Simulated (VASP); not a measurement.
A run of VASP 6.6.1 is set up as follows.

Contents of POSCAR:

```
BaS
1.0
    0.0000000000      3.5194117709      3.5194117709
    3.5194117709      0.0000000000      3.5194117709
    3.5194117709      3.5194117709      0.0000000000
Ba S
1 1
Direct
    0.0000000000      0.0000000000      0.0000000000
    0.2500000000      0.2500000000      0.2500000000
```

Contents of INCAR.step1:

```
SYSTEM = BaS
PREC = Accurate ; ENCUT = 520
EDIFF = 1E-5 ; ISMEAR = 0
SIGMA = 0.01 ; LREAL = .False.
LASPH = .True. ; NELM = 60
ALGO = Normal ; ISIF = 2
LWAVE = .True. ; LCHARG = .False.
GGA = PE ; NBANDS = 15
```

The input INCAR.step2:

```
SYSTEM = BaS
PREC = Accurate ; ENCUT = 520
EDIFF = 1E-6 ; ISMEAR = 0
SIGMA = 0.01 ; LREAL = .False.
LASPH = .True. ; NELM = 60
ALGO = Normal ; ISIF = 2
LWAVE = .False. ; LCHARG = .False.
GGA = PE ; LHFCALC = .True.
AEXX = 0.05 ; PRECFOCK = Normal
ISTART = 1 ; NBANDS = 15
```

KPOINTS

```
Automatic mesh
0
Gamma
  4 4 4
  0 0 0
```

Potentials or basis: VASP PAW PBE potentials, release 64 (Ba_sv, S).

The run is started by

```sh
$ cat potpaw_PBE.64/Ba_sv/POTCAR potpaw_PBE.64/S/POTCAR > POTCAR
$ cp INCAR.step1 INCAR
$ mpirun -np 1 vasp_std > vasp.out
$ cp INCAR.step2 INCAR
$ mpirun -np 1 vasp_std > vasp.out
```

(1) Predict the band gap on the k mesh.

(2) Estimate the pressure.

## Answers

(1) 3.07 eV, indirect (least direct gap 3.74 eV).

(2) 0.3 GPa.

Caveat: the PAW data sets were made with another functional, which shifts forces and pressure a little; spin-orbit coupling is left out, which moves the levels of the heavy elements.
